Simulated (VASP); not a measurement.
Input of a VASP 6.6.1 run:

The input INCAR:

```
SYSTEM = Se
ALGO = Normal
EDIFF = 1E-7
ENCUT = 520
GGA = PE
ISIF = 2
ISMEAR = -1
LASPH = .True.
LCHARG = .False.
LREAL = .False.
LWAVE = .False.
NBANDS = 9
NELM = 60
PREC = Accurate
SIGMA = 0.1
```

File KPOINTS:

```
k-points
0
Gamma
  21 21 21
  0 0 0
```

Contents of POSCAR:

```
Se
1.0
   -1.7195263245      1.7195263245      1.7195263245
    1.7195263245     -1.7195263245      1.7195263245
    1.7195263245      1.7195263245     -1.7195263245
Se
1
Direct
    0.0000000000      0.0000000000      0.0000000000
```

Potentials or basis: VASP PAW PBE potentials, release 64 (Se).

Launch:

```console
$ cat potpaw_PBE.64/Se/POTCAR > POTCAR
$ mpirun -np 1 vasp_std > vasp.out
```

Estimate the pressure.

0.2 GPa.

Predict the band gap on the k mesh.

zero (band 3 reaches 8.46 eV, above the bottom of band 4 at 2.06 eV).
